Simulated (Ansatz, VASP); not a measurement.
# TaN in VASP and in Ansatz

File INCAR:

```
SYSTEM = TaN
ALGO     = Normal         ! electronic algorithm
EDIFF    = 1E-8           ! SCF threshold, eV
ENCUT    = 520            ! plane-wave cutoff, eV
GGA_COMPAT= .False.      
ISIF     = 2              ! what is computed and relaxed
ISMEAR   = -1             ! smearing method
LASPH    = .True.         ! aspherical terms in the spheres
LCHARG   = .False.        ! write CHGCAR
LEFG     = .True.       
LREAL    = .False.        ! projectors in reciprocal space
LWAVE    = .False.        ! write WAVECAR
NBANDS   = 16             ! bands
NELM     = 120            ! most SCF steps
PREC     = Accurate       ! precision mode
SIGMA    = 0.02           ! smearing width, eV
```

The input KPOINTS:

```
k-points
0
Gamma
  12 12 10
  0 0 0
```

POSCAR

```
TaN
1.0
    2.9956213083      0.0000000000      0.0000000000
   -1.4978106541      2.5942841531      0.0000000000
    0.0000000000      0.0000000000      2.9395437670
Ta N
1 1
Direct
    0.3333333333      0.6666666667      0.5000000000
    0.0000000000      0.0000000000      0.0000000000
```

Input for Ansatz:

```yaml
crystal:
  lattice:
    - [2.9956213083, 0.0, 0.0]
    - [-1.4978106541, 2.5942841531, 0.0]
    - [0.0, 0.0, 2.939543767]
  atoms:
    - { symbol: Ta, position: [0.3333333333, 0.6666666667, 0.5] }
    - { symbol: "N", position: [0.0, 0.0, 0.0] }
kpoints:
  mp_grid: { grid: [12, 12, 10] }
scf:
  occupations: { method: fermi_dirac, width: 0.02 }
hamiltonian:
  xc: lda
  pseudopotentials: { kind: paw }
output:
  forces: true
  stress: true
  eigenvalues: true
  efg: { contact_densities: true }
```

Change from the starting cell: volume scaled by 1.06, PAW files.

Alike in both runs: task electric field gradients; functional LDA; k mesh 12 × 12 × 10; occupations fermi-dirac, width 0.02 eV; no spin polarisation.

```csv
,VASP,Ansatz
version,VASP 6.6.1,Ansatz 0.2.0
potentials or method,"VASP PAW LDA potentials, release 64 (Ta_sv_GW, N)","PAW with Ansatz's default frozen-core files, scalar-relativistic"
plane-wave cutoff (eV),520,420
valence electrons in the cell,18,18
```

VASP gave:

```
size of Vzz on the site where it differs most (V/Å²) : 41.2
```

Q: Estimate Ansatz's values.

A: Size of Vzz on the site where it differs most (V/Å²): 58.4.

LDA's correlation is that of Perdew and Zunger in VASP and of Perdew and Wang (1992) in Ansatz.

Neither program's run includes spin-orbit coupling.
